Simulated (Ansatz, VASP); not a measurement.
## One calculation of C, two programs

File INCAR:

```
SYSTEM = C
  ALGO = Normal
  EDIFF = 1E-7
  ENCUT = 520
  GGA = PE
  ISIF = 2
  ISMEAR = 0
  IVDW = 12
  LASPH = .TRUE.
  LCHARG = .FALSE.
  LREAL = .FALSE.
  LWAVE = .FALSE.
  NBANDS = 11
  NELM = 80
  PREC = Accurate
  SIGMA = 0.05
```

KPOINTS

```
k-points
0
G
  15 15 15
  0 0 0
```

File POSCAR:

```
C
1.0
    1.2324984681      0.7115833223      3.3613878357
   -1.2324984681      0.7115833223      3.3613878357
    0.0000000000     -1.4231666447      3.3613878357
C
2
Direct
    0.1489852168      0.1489852168      0.1806048449
    0.8510147832      0.8510147832      0.8193951551
```

Input for Ansatz:

```yaml
crystal:
  lattice:
    - [1.2324984681, 0.7115833223, 3.3613878357]
    - [-1.2324984681, 0.7115833223, 3.3613878357]
    - [0.0, -1.4231666447, 3.3613878357]
  atoms:
    - { symbol: C, position: [0.1489852168, 0.1489852168, 0.1806048449] }
    - { symbol: C, position: [0.8510147832, 0.8510147832, 0.8193951551] }
basis:
  ecutwfc: 520.0
kpoints:
  mp_grid: { grid: [15, 15, 15] }
hamiltonian:
  xc: pbe
  dispersion: d3bj
scf:
  occupations: { method: gaussian, width: 0.05 }
output:
  forces: true
  stress: true
  eigenvalues: true
  write_density: true
  write_potential: true
  elf: true
  volumetric_format: npy
```

Change from the starting cell: mode 4 frozen in at -0.071 Å and mode 6 at -0.045 Å (largest displacements).

Alike in both runs: task single point; functional PBE; dispersion D3(BJ); k mesh 15 × 15 × 15; occupations gaussian, width 0.05 eV; no spin polarisation.

```csv
,VASP,Ansatz
version,VASP 6.6.1,Ansatz 0.2.0
potentials or method,"VASP PAW PBE potentials, release 64 (C), cutoff 520 eV","scalar-relativistic, plane waves, PAW"
valence electrons in the cell,8,8
```

Ansatz gave:

- gap on the k mesh at the Fermi level (eV): 0.23
- least direct gap on the mesh (eV): 0.25
- pressure (GPa): 2.7
- traceless stress, the component that is largest in VASP (GPa): 12.42
- rms of the force components (eV/Å): 3.234

Task: Which values does VASP return?

Result: gap on the k mesh at the Fermi level (eV): 0.23; least direct gap on the mesh (eV): 0.25; pressure (GPa): 3.1; traceless stress, the component that is largest in VASP (GPa): 12.81; rms of the force components (eV/Å): 3.239.

Atom by atom the forces differ by 0.009 eV/Å (rms over components).
